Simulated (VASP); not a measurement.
## P: single point with r2SCAN

The system is P.

```
P
1.0
     0.00000    2.72461    2.72461
     2.72461    0.00000    2.72461
     2.72461    2.72461    0.00000
P
2
Direct
  0.00000 0.00000 0.00000
  0.25000 0.25000 0.25000
```

```json
{"Program": "VASP 6.6.1", "Task": "single point", "Functional": "r2SCAN", "Potentials or basis": "VASP PAW PBE potentials, release 64 (P)", "Cutoff": "520 eV", "k mesh": "11 × 11 × 11", "Occupations": "fermi-dirac, width 0.1 eV", "Spin": "no spin polarisation"}
```

```yaml
Pressure: -0.7 GPa
Band_gap_on_the_k_mesh: zero (band 5 reaches 7.03 eV, above the bottom of band 6 at 5.18 eV)
```

Levels at points of the mesh, in eV from the Fermi level:
```csv
k point,band 3,band 4,band 5,band 6,band 7,band 8
"(0.00, 0.00, 0.00)",-3.37,-3.37,-3.30,0.01,0.01,0.01
```

Wall time 99 s on 1 thread of Intel Xeon 6975P-C (shared host), peak memory 0.17 GiB.

Caveat: the PAW data sets were made with another functional, which shifts forces and pressure a little.
